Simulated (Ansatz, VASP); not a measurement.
## C: VASP beside Ansatz

The input INCAR:

```
SYSTEM = C
PREC     = Accurate       ! precision mode
ENCUT    = 600            ! plane-wave cutoff, eV
EDIFF    = 1E-6           ! SCF threshold, eV
ISMEAR   = -1             ! smearing method
SIGMA    = 0.1            ! smearing width, eV
LREAL    = .FALSE.        ! projectors in reciprocal space
LASPH    = .TRUE.         ! aspherical terms in the spheres
NELM     = 120            ! most SCF steps
ALGO     = Normal         ! electronic algorithm
ISIF     = 2              ! what is computed and relaxed
LWAVE    = .FALSE.        ! write WAVECAR
LCHARG   = .FALSE.        ! write CHGCAR
GGA      = B5             ! functional
ALDAX    = 1.0          
AGGAX    = 1.0          
AGGAC    = 1.0          
ALDAC    = 0.0          
NBANDS   = 8              ! bands
GGA_COMPAT= .FALSE.
```

The input KPOINTS:

```
regular mesh
0
G
  19 19 19
  0 0 0
```

POSCAR

```
C
1.0
    0.0000000000      1.6230689053      1.6230689053
    1.6230689053      0.0000000000      1.6230689053
    1.6230689053      1.6230689053      0.0000000000
C
1
Direct
    0.0000000000      0.0000000000      0.0000000000
```

Input for Ansatz:

```yaml
crystal:
  lattice:
    - [0.0, 1.6230689053, 1.6230689053]
    - [1.6230689053, 0.0, 1.6230689053]
    - [1.6230689053, 1.6230689053, 0.0]
  atoms:
    - { symbol: C, position: [0.0, 0.0, 0.0] }
hamiltonian:
  xc: blyp
  pseudopotentials:
    kind: paw
    azcp:
      C: "pseudopotentials/C.paw.azcp"
basis:
  ecutwfc: 420
  fft_grid_basis: typed
kpoints:
  mp_grid: { grid: [19, 19, 19], shift: [0, 0, 0] }
magnetization:
  spin_polarized: false
scf:
  occupations: { method: fermi_dirac, width: 0.1 }
  lower_state_search: "off"
output:
  stress: true
  write_density: true
  write_potential: true
  elf: true
  volumetric_format: npy
```

Alike in both runs: task single point; functional BLYP; k mesh 19 × 19 × 19; occupations fermi-dirac, width 0.1 eV; no spin polarisation.

```csv
,VASP,Ansatz
version,VASP 6.6.1,Ansatz 0.2.0
potentials or method,"VASP PAW PBE potentials, release 64 (C), cutoff 600 eV","plane waves (420 eV) with PAW, scalar-relativistic"
valence electrons in the cell,4,4
```

|  | VASP | Ansatz | Ansatz less VASP |
| --- | --- | --- | --- |
| pressure (GPa) | -4.6 | -4.4 | +0.19 |

VASP's potentials were made for PBE, not for BLYP. With one functional, cell and mesh, what is left measures potentials, basis and numerics.
